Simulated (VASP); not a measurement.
Wanted: the native input for a VASP 6.6.1 run.

* Task: single point
* Functional: PBEsol
* Potentials or basis: VASP PAW PBE potentials, release 64 (Pb_d, S)
* Cutoff: 500 eV
* k mesh: 3 × 3 × 4
* Occupations: fermi-dirac, width 0.1 eV
* Spin: no spin polarisation
* Dipole correction: no
* Further INCAR settings: ALGO = Normal; EDIFF = 1e-06; NBANDS = 17

The structure of PbS lies in POSCAR:

```
PbS
1.0
    4.0896976900      0.0000000000      0.0000000000
   -2.0448488400      3.5417820900      0.0000000000
    0.0000000000      0.0000000000      3.7881670000
Pb S
1 1
Direct
    0.0000000000      0.0000000000      0.0000000000
    0.6666666700      0.3333333300      0.5000000000
```

One way to write it, as run:

INCAR

```
ALGO     = Normal         # electronic algorithm
EDIFF    = 1E-6           # SCF threshold, eV
ENCUT    = 500            # plane-wave cutoff, eV
GGA      = PS             # functional
GGA_COMPAT= F            
ISIF     = 2              # what is computed and relaxed
ISMEAR   = -1             # smearing method
LASPH    = T              # aspherical terms in the spheres
LCHARG   = T              # write CHGCAR
LELF     = T              # ELF
LREAL    = F              # projectors in reciprocal space
LVHAR    = T            
LWAVE    = F              # write WAVECAR
NBANDS   = 17             # bands
NELM     = 120            # most SCF steps
PREC     = Accurate       # precision mode
SIGMA    = 0.1            # smearing width, eV
```

KPOINTS

```
k-points
0
Gamma
  3 3 4
```

Potentials or basis: VASP PAW PBE potentials, release 64 (Pb_d, S).

Run with:

```console
$ cat potpaw_PBE.64/Pb_d/POTCAR potpaw_PBE.64/S/POTCAR > POTCAR
$ mpirun -np 1 vasp_std > vasp.out
```

Results of the run:

```yaml
Pressure: -4.3 GPa
Band_gap_on_the_k_mesh: zero (band 10 reaches 5.11 eV, above the bottom of band 11 at 4.65 eV)
```

Caveat: the k points lie up to 0.59 Å⁻¹ apart; the PAW data sets were made with another functional, which shifts forces and pressure a little; spin-orbit coupling is left out, which moves the levels of the heavy elements.

Run time: 8.7 s on 1 thread of Intel(R) Xeon(R) Platinum 8488C (Sapphire Rapids), with other jobs on the host, peak memory 0.16 GiB.
